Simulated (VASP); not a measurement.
The system is SiSn2Ge3.

```xyz
6
Lattice="-2.8156 2.8156 4.2227 2.8156 -2.8156 4.2227 2.8156 2.8156 -4.2227" Properties=species:S:1:pos:R:3 pbc="T T T"
Si    0.0000    0.0000    0.0000
Sn    2.8156    0.0000    2.1114
Sn    0.0000    2.8156    2.1114
Ge    0.0000    0.0000    6.7178
Ge    0.0000    0.0000    1.7277
Ge    0.0000    0.0000    4.2227
```

The cell was generated, and may not be a known phase.

- Program: VASP 6.6.1
- Task: relaxation of cell and atoms
- Functional: PBE
- Potentials or basis: VASP PAW PBE potentials, release 64 (Si, Sn_d, Ge_d)
- Cutoff: 600 eV
- k mesh: 4 × 4 × 4
- Occupations: gaussian, width 0.1 eV
- Spin: no spin polarisation

At the start: pressure 34.1 GPa; volume 22.32 Å³/atom.

Problem. How do energy, volume and symmetry change on relaxing?

Solution. Over 16 steps the energy falls by 1393.5 meV/atom and the volume is 26.81 Å³/atom (+20.1 %); space group I4/mmm (No. 139, to 0.1 Å) before and after.

The path:
| step | energy change (eV) | largest force (eV/Å) | pressure (GPa) | volume (Å³) |
| --- | --- | --- | --- | --- |
| 1 | 0.0000 | 19.3951 | 34.07 | 133.91 |
| 2 | -5.5534 | 0.1946 | -6.22 | 231.68 |
| 3 | -5.9380 | 0.2133 | -5.64 | 223.15 |
| 4 | -6.2032 | 0.2793 | -5.33 | 216.63 |
| 5 | -7.7597 | 1.1626 | -2.28 | 174.21 |
| 6 | -8.0796 | 1.1252 | 3.77 | 153.79 |
| 7 | -8.0853 | 1.3316 | 0.59 | 162.12 |
| 8 | -8.1135 | 1.3306 | 1.48 | 159.46 |
| 9 | -8.1159 | 1.3271 | 1.64 | 158.94 |
| 10 | -8.2542 | 0.6991 | -0.67 | 164.65 |
| 11 | -8.2592 | 0.6126 | -1.06 | 165.92 |
| 12 | -8.3142 | 0.4587 | -0.47 | 163.28 |
| 13 | -8.3509 | 0.1889 | 0.50 | 159.47 |
| 14 | -8.3513 | 0.1501 | 0.57 | 158.98 |
| 15 | -8.3605 | 0.0257 | 0.15 | 160.49 |
| 16 | -8.3609 | 0.0060 | 0.06 | 160.87 |

Final structure:
```cif
data_structure
_symmetry_space_group_name_H-M 'P 1'
_symmetry_Int_Tables_number 1
_cell_length_a 6.4298
_cell_length_b 6.4298
_cell_length_c 6.4298
_cell_angle_alpha 127.861
_cell_angle_beta 127.861
_cell_angle_gamma 76.851
_cell_volume 160.87
loop_
_atom_site_label
_atom_site_type_symbol
_atom_site_fract_x
_atom_site_fract_y
_atom_site_fract_z
_atom_site_occupancy
Si1 Si 0.00000 0.00000 0.00000 1
Sn1 Sn 0.25000 0.75000 0.50000 1
Sn2 Sn 0.75000 0.25000 0.50000 1
Ge1 Ge 0.75811 0.75811 0.00000 1
Ge2 Ge 0.24189 0.24189 0.00000 1
Ge3 Ge 0.50000 0.50000 0.00000 1
```

Caveat: the volume moved by over 15 % at a fixed basis, so the end points are rough.
